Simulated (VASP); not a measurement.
# Zr (P6_3/mmc) in VASP: settings compared

The runs below take Zr through single point, with LDA, PBEsol.

All numbers are computed with VASP 6.6.1; they aren't measurements. Logs are shortened: lines on timing, memory, paths and dates and some standing lists are left out, and cuts for length are marked.

## (1) The cell of the first run

It takes space group P6_3/mmc (No. 194, hexagonal). Conventional cell: a = 3.145 Å, b = 3.145 Å, c = 5.089 Å, α = 90.00°, β = 90.00°, γ = 120.00°. Zr (site symmetry -6m2) has 12 Zr at 3.13 to 3.14 Å within 4.1 Å.

## (2) Single point, LDA

Contents of INCAR:

```
PREC = Accurate
ENCUT = 520
EDIFF = 1E-7
ISMEAR = -1
SIGMA = 0.05
LREAL = F
LASPH = T
NELM = 100
ALGO = Normal
ISIF = 2
LWAVE = F
LCHARG = F
NBANDS = 19
```

Contents of KPOINTS:

```
Automatic mesh
0
Gamma
  9 9 5
```

Contents of POSCAR:

```
Zr
1.0
    3.1449395920      0.0000000000      0.0000000000
   -1.5724697960      2.7235975800      0.0000000000
    0.0000000000      0.0000000000      5.0890700169
Zr
2
Direct
    0.6666666667      0.3333333333      0.7500000000
    0.3333333333      0.6666666667      0.2500000000
```

Potentials or basis: VASP PAW LDA potentials, release 64 (Zr_sv).

Launch:

```
> cat potpaw_LDA.64/Zr_sv/POTCAR > POTCAR
> mpirun -np 1 vasp_std > vasp.out
```

OUTCAR:

```text
PREC = Accurate
   ENCUT = 520
   EDIFF = 1E-7
   ISMEAR = -1
   LREAL = F
   LASPH = T
   NELM = 100
   ISIF = 2

 ion  position               nearest neighbor table
   1  0.667  0.333  0.750-   2 3.13   2 3.13   2 3.13   2 3.13   2 3.13   2 3.13
   2  0.333  0.667  0.250-   1 3.13   1 3.13   1 3.13   1 3.13   1 3.13   1 3.13

  LATTYP: Found a hexagonal cell.
 ALAT       =     3.1449395920
 C/A-ratio  =     1.6181773506

  Lattice vectors:

 A1 = (   3.1449395920,   0.0000000000,   0.0000000000)
 A2 = (  -1.5724697960,   2.7235975800,   0.0000000000)
 A3 = (   0.0000000000,   0.0000000000,   5.0890700169)

Analysis of symmetry for initial positions (statically):
=====================================================================
 Subroutine PRICEL returns:
 Original cell was already a primitive cell.

 Routine SETGRP: Setting up the symmetry group for a
 hexagonal supercell.

 Subroutine GETGRP returns: Found 24 space group operations
 (whereof 12 operations were pure point group operations)
 out of a pool of 24 trial point group operations.

The static configuration has the point symmetry D_3d.
 The point group associated with its full space group is D_6h.

Analysis of symmetry for dynamics (positions and initial velocities):
=====================================================================
 Subroutine PRICEL returns:
 Original cell was already a primitive cell.

 Routine SETGRP: Setting up the symmetry group for a
 hexagonal supercell.

 Subroutine GETGRP returns: Found 24 space group operations
 (whereof 12 operations were pure point group operations)
 out of a pool of 24 trial point group operations.

The dynamic configuration has the point symmetry D_3d.
 The point group associated with its full space group is D_6h.

 Subroutine INISYM returns: Found 24 space group operations
 (whereof 12 operations are pure point group operations),
 and found     1 'primitive' translations

----------------------------------------------------------------------------------------

                                     Primitive cell

  volume of cell :      43.5907

  direct lattice vectors                    reciprocal lattice vectors
     3.144939592  0.000000000  0.000000000     0.317971131  0.183580718  0.000000000
    -1.572469796  2.723597580  0.000000000     0.000000000  0.367161437  0.000000000
     0.000000000  0.000000000  5.089070017     0.000000000  0.000000000  0.196499556

  length of vectors
     3.144939592  3.144939592  5.089070017     0.367161437  0.367161437  0.196499556

  position of ions in fractional coordinates (direct lattice)
     0.666666667  0.333333333  0.750000000
     0.333333333  0.666666667  0.250000000

  ion indices of the primitive-cell ions
   primitive index   ion index
                 1           1
                 2           2

----------------------------------------------------------------------------------------

 KPOINTS: Automatic mesh

Automatic generation of k-mesh.
 Grid dimensions read from file:
 generate k-points for:    9    9    5

 Generating k-lattice:

  Cartesian coordinates                     Fractional coordinates (reciprocal lattice)
     0.035330126  0.020397858  0.000000000     0.111111111  0.000000000  0.000000000
     0.000000000  0.040795715  0.000000000     0.000000000  0.111111111  0.000000000
     0.000000000  0.000000000  0.039299911     0.000000000  0.000000000  0.200000000

  Length of vectors
     0.040795715  0.040795715  0.039299911

  Shift w.r.t. Gamma in fractional coordinates (k-lattice)
     0.000000000  0.000000000  0.000000000

 Subroutine IBZKPT returns following result:
 ===========================================

 Found     36 irreducible k-points:

 Following reciprocal coordinates:
            Coordinates               Weight
  0.000000  0.000000  0.000000      1.000000
  0.111111  0.000000  0.000000      6.000000
  0.222222  0.000000  0.000000      6.000000
  0.333333 -0.000000  0.000000      6.000000
  0.444444  0.000000  0.000000      6.000000
  0.111111  0.111111  0.000000      6.000000
[... 16 lines left out ...]
  0.333333  0.222222  0.200000     24.000000
  0.333333  0.333333  0.200000      4.000000
 [... further k-points ...]
   k-points           NKPTS =     36   k-points in BZ     NKDIM =     36   number of bands    NBANDS=     19
   number of dos      NEDOS =    301   number of ions     NIONS =      2
   total plane-waves  NPLWV =  23040
   dimension x,y,z NGX =    24 NGY =   24 NGZ =   40
   dimension x,y,z NGXF=    48 NGYF=   48 NGZF=   80
   ions per type =               2
   NGX,Y,Z   is equivalent  to a cutoff of  12.69, 12.69, 13.07 a.u.
   NGXF,Y,Z  is equivalent  to a cutoff of  25.37, 25.37, 26.13 a.u.
 SYSTEM =  unknown system
   PREC   = accura    normal or accurate (medium, high low for compatibility)
   ISTART =      0    job   : 0-new  1-cont  2-samecut
   ICHARG =      2    charge: 1-file 2-atom 10-const
   ISPIN  =      1    spin polarized calculation?
   LNONCOLLINEAR =      F non collinear calculations
   LSORBIT =      F    spin-orbit coupling
   LASPH  =      T    aspherical Exc in radial PAW
   ENCUT  =  520.0 eV  38.22 Ry    6.18 a.u.   5.85  5.85  9.46*2*pi/ulx,y,z
   NELM   =    100;   NELMIN=  2; NELMDL= -5     # of ELM steps
   EDIFF  = 0.1E-06   stopping-criterion for ELM
   LREAL  =      F    real-space projection
   EDIFFG = 0.1E-05   stopping-criterion for IOM
   NSW    =      0    number of steps for IOM
   IBRION =     -1    ionic relax: 0-MD 1-quasi-New 2-CG
   NFREE  =      0    steps in history (QN), initial steepest desc. (CG)
   ISIF   =      2    stress and relaxation
   ISYM   =      2    0-nonsym 1-usesym 2-fastsym
   POTIM  = 0.5000    time-step for ionic-motion
   TEBEG  =    0.0;   TEEND  =   0.0 temperature during run
   PSTRESS=    0.0 pullay stress
   NELECT =      24.0000    total number of electrons
   NUPDOWN=      -1.0000    fix difference up-down
   EMIN   =  10.00;   EMAX   =-10.00  energy-range for DOS
   EFERMI =   0.00;   METHOD = LEGACY
   ISMEAR =    -1;   SIGMA  =   0.05  broadening in eV -4-tet -1-fermi 0-gaus
   EFERMI_NEDOS =   21; number of points for ismear=-14 and -15
   IALGO  =     38    algorithm
   IMIX   =      4    mixing-type and parameters
     AMIX     =   0.40;   BMIX     =  1.00
     AMIX_MAG =   1.60;   BMIX_MAG =  1.00
  volume/ion in A,a.u.               =      21.80       147.08
  Fermi-wavevector in a.u.,A,eV,Ry     =   1.341778  2.535593 24.495499  1.800368
  Thomas-Fermi vector in A             =   2.469985
   LORBIT       =      0    0 simple, 1 ext, 2 COOP (PROOUT), +10 PAW based schemes
   GGA     = CA    functional components
   LHFCALC =     F    Hartree Fock is set to
   AEXX    =    0.0000 exact exchange contribution
   IVDW    =     0    specifies the selected vdW correction
   LEPSILON=     F    determine dielectric tensor
   LRPA    =     F    only Hartree local field effects (RPA)
 non-spin polarized calculation
  energy-cutoff  :      520.00
  volume of cell :       43.59
 maximum number of plane-waves:      1194
 NGX is ok and might be reduce to    24
   NGX = 11   NGY = 11   NGZ = 19

 number of electron      23.9999999 magnetization

 Free energy of the ion-electron system (eV)
  ---------------------------------------------------
  ext. energy  EPLUGINS =         0.00000000
  ---------------------------------------------------
  free energy    TOTEN  =       -18.59662469 eV

  energy without entropy =      -18.57853745  energy(sigma->0) =      -18.58758107

 E-fermi :   9.5427     XC(G=0): -11.5979

 val. band max:        9.4995569847   @ k =   0.4444   0.0000   0.0000
 cond. band min:       9.5521243232   @ k =   0.2222   0.2222   0.4000
 fundamental gap:      0.0525673385
 Fermi energy:         9.5427148648

 k-point     1 :       0.0000    0.0000    0.0000
  band No.  band energies     occupation
      1     -38.8937      2.00000
      2     -38.6976      2.00000
      3     -17.6761      2.00000
      4     -16.5938      2.00000
      5     -16.5938      2.00000
      6     -16.4525      2.00000
[... 11 lines left out ...]
     18      11.8816      0.00000
     19      14.2953      0.00000

 k-point     2 :       0.1111    0.0000    0.0000
  band No.  band energies     occupation
      1     -38.8746      2.00000
      2     -38.6888      2.00000
      3     -17.6295      2.00000
      4     -16.7031      2.00000
      5     -16.6281      2.00000
      6     -16.5443      2.00000
[... 11 lines left out ...]
     18      11.5698      0.00000
     19      14.5174      0.00000

 k-point     3 :       0.2222    0.0000    0.0000
  band No.  band energies     occupation
      1     -38.8244      2.00000
      2     -38.6680      2.00000
      3     -17.5011      2.00000
      4     -16.9779      2.00000
      5     -16.8142      2.00000
      6     -16.7103      2.00000
[... 11 lines left out ...]
     18      12.4074      0.00000
     19      14.8732      0.00000

 k-point     4 :       0.3333   -0.0000    0.0000
  band No.  band energies     occupation
      1     -38.7621      2.00000
      2     -38.6488      2.00000
      3     -17.3244      2.00000
      4     -17.2856      2.00000
      5     -17.1012      2.00000
      6     -16.7982      2.00000
[... 11 lines left out ...]
     18      13.7603      0.00000
     19      15.0963      0.00000

 k-point     5 :       0.4444    0.0000    0.0000
  band No.  band energies     occupation
      1     -38.7145      2.00000
      2     -38.6427      2.00000
      3     -17.4827      2.00000
      4     -17.2797      2.00000
      5     -17.1664      2.00000
      6     -16.8534      2.00000
[... 11 lines left out ...]
     18      15.1829      0.00000
     19      15.2010      0.00000
[... 334 lines left out ...]
      2     -38.6487      2.00000
      3     -17.5325      2.00000
      4     -17.3609      2.00000
      5     -17.0298      2.00000
      6     -16.8667      2.00000
[... 11 lines left out ...]
     18      15.0580      0.00000
     19      16.0255      0.00000

 k-point    22 :       0.2222    0.2222    0.2000
  band No.  band energies     occupation
      1     -38.7232      2.00000
      2     -38.6517      2.00000
      3     -17.3712      2.00000
      4     -17.2890      2.00000
      5     -17.0091      2.00000
      6     -16.9284      2.00000
[... 11 lines left out ...]
     18      14.5929      0.00000
     19      15.6017      0.00000

 k-point    23 :       0.3333    0.2222    0.2000
  band No.  band energies     occupation
      1     -38.6848      2.00000
      2     -38.6488      2.00000
      3     -17.4173      2.00000
      4     -17.3091      2.00000
      5     -17.0993      2.00000
      6     -16.9191      2.00000
[... 11 lines left out ...]
     18      14.9819      0.00000
     19      16.6478      0.00000

 k-point    24 :       0.3333    0.3333    0.2000
  band No.  band energies     occupation
      1     -38.6596      2.00000
      2     -38.6596      2.00000
      3     -17.2915      2.00000
      4     -17.2692      2.00000
      5     -17.2692      2.00000
      6     -16.9837      2.00000
[... 11 lines left out ...]
     18      14.2353      0.00000
     19      16.8305      0.00000

 [... further k-points ...]
[... 5 lines left out ...]
  --------------------------------------------------------------------------------------
  -------------------------------------------------------------------------------------
  Total        0.0189668      0.0189668      0.0452131      0.0000000      0.0000000      0.0000000
  in kB        0.6971268      0.6971268      1.6618091      0.0000000      0.0000000      0.0000000
  external PRESSURE =       1.0186875 kB  Pullay stress =       0.0000000 kB

 VOLUME and BASIS-vectors are now :
 -----------------------------------------------------------------------------
  energy-cutoff  :      520.00
  volume of cell :       43.59
      direct lattice vectors                 reciprocal lattice vectors
     3.144939592  0.000000000  0.000000000     0.317971131  0.183580718  0.000000000
    -1.572469796  2.723597580  0.000000000     0.000000000  0.367161437  0.000000000
     0.000000000  0.000000000  5.089070017     0.000000000  0.000000000  0.196499556

 POSITION                                       TOTAL-FORCE (eV/Angst)
 -----------------------------------------------------------------------------------
      1.57247      0.90787      3.81680        -0.000000      0.000000      0.000000
     -0.00000      1.81573      1.27227         0.000000     -0.000000      0.000000
 -----------------------------------------------------------------------------------
    total drift:                                0.000000     -0.000000      0.000000

  FREE ENERGIE OF THE ION-ELECTRON SYSTEM (eV)
  ---------------------------------------------------
  free  energy   TOTEN  =       -18.5966246894 eV

  energy  without entropy=      -18.5785374463  energy(sigma->0) =      -18.58758107
```

Run time: 38 s. Hardware: 1 thread of AMD EPYC 7R13, shared host; peak memory 0.12 GiB.

Results:

| Property | Result |
| --- | --- |
| Free energy | -18.5966 eV |
| Pressure | 0.1 GPa |
| Band gap on the k mesh | zero (band 12 reaches 10.41 eV, above the bottom of band 13 at 9.32 eV) |

Levels at points of the mesh, in eV from the Fermi level:
```
           k point  band 10  band 11  band 12  band 13  band 14  band 15
(0.00, 0.00, 0.00)    -3.21     0.87     0.87     0.87     1.40     1.59
```

(Continued in part 2 of 2.)
